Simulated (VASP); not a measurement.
Input of a VASP 6.6.1 run:

INCAR

```
PREC = Accurate
ENCUT = 520
EDIFF = 1E-8
ISMEAR = -1
SIGMA = 0.05
LREAL = False
LASPH = True
NELM = 60
ALGO = Normal
ISIF = 2
LWAVE = False
LCHARG = False
GGA = CA
LEFG = True
NBANDS = 21
```

The input KPOINTS:

```
regular mesh
0
Gamma
  15 15 15
```

POSCAR

```
Sn
1.0
   -2.8568325061      2.8568325061      1.5584548677
    2.8568325061     -2.8568325061      1.5584548677
    2.8568325061      2.8568325061     -1.5584548677
Sn
2
Direct
    0.0000000000      0.0000000000      0.0000000000
    0.7500000000      0.2500000000      0.5000000000
```

Potentials or basis: VASP PAW LDA potentials, release 64 (Sn_d).

Command:

```console
$ cat potpaw_LDA.64/Sn_d/POTCAR > POTCAR
$ mpirun -np 1 vasp_std > vasp.out
```

(1) Estimate the pressure.

(2) What does it give for the band gap on the k mesh?

Results:

(1) 1.9 GPa.

(2) zero (bands 14 and 15 overlap by 4.60 eV).

Caveat: without QUAD_EFG the Cq values of the log hold for a quadrupole moment of 1 mb, not for the nuclei; spin-orbit coupling is left out, which moves the levels of the heavy elements.
